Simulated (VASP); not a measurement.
A run of VASP 6.6.1:

File POSCAR:

```
Al
1.0
    2.8259015269      0.0000000000      0.0000000000
    1.4129507635      2.4473025109      0.0000000000
    1.4129507635      0.8157675036      2.3073389348
Al
1
Direct
    0.0000000000      0.0000000000      0.0000000000
```

The input INCAR.step1:

```
SYSTEM = Al
  ALGO = Normal
  EDIFF = 1E-4
  ENCUT = 520
  GGA = PE
  ISMEAR = -1
  LASPH = .TRUE.
  LCHARG = .FALSE.
  LREAL = .FALSE.
  LWAVE = .TRUE.
  NBANDS = 8
  NELM = 100
  PREC = Accurate
  SIGMA = 0.05
```

Contents of INCAR.step2:

```
SYSTEM = Al
  ALGO = Normal
  EDIFF = 1E-6
  ENCUT = 520
  ISIF = 2
  ISMEAR = -1
  ISTART = 1
  LASPH = .TRUE.
  LCHARG = .FALSE.
  LMIXTAU = .TRUE.
  LREAL = .FALSE.
  LWAVE = .FALSE.
  METAGGA = R2SCAN
  NBANDS = 8
  NELM = 100
  PREC = Accurate
  SIGMA = 0.05
```

KPOINTS

```
k-points
0
G
  9 9 9
  0 0 0
```

Potentials or basis: VASP PAW PBE potentials, release 64 (Al).

The run is started by

```sh
$ cat potpaw_PBE.64/Al/POTCAR > POTCAR
$ cp INCAR.step1 INCAR
$ mpirun -np 1 vasp_std > vasp.out
$ cp INCAR.step2 INCAR
$ mpirun -np 1 vasp_std > vasp.out
```

Hardware: 1 thread of Intel(R) Xeon(R) 6975P-C (Granite Rapids), on a shared host.

**Question.** How long does it take, and how much memory?

**Answer.** Wall time 6.8 s on 1 thread of Intel(R) Xeon(R) 6975P-C (Granite Rapids), on a shared host, peak memory 0.13 GiB. Counts: k points 35.
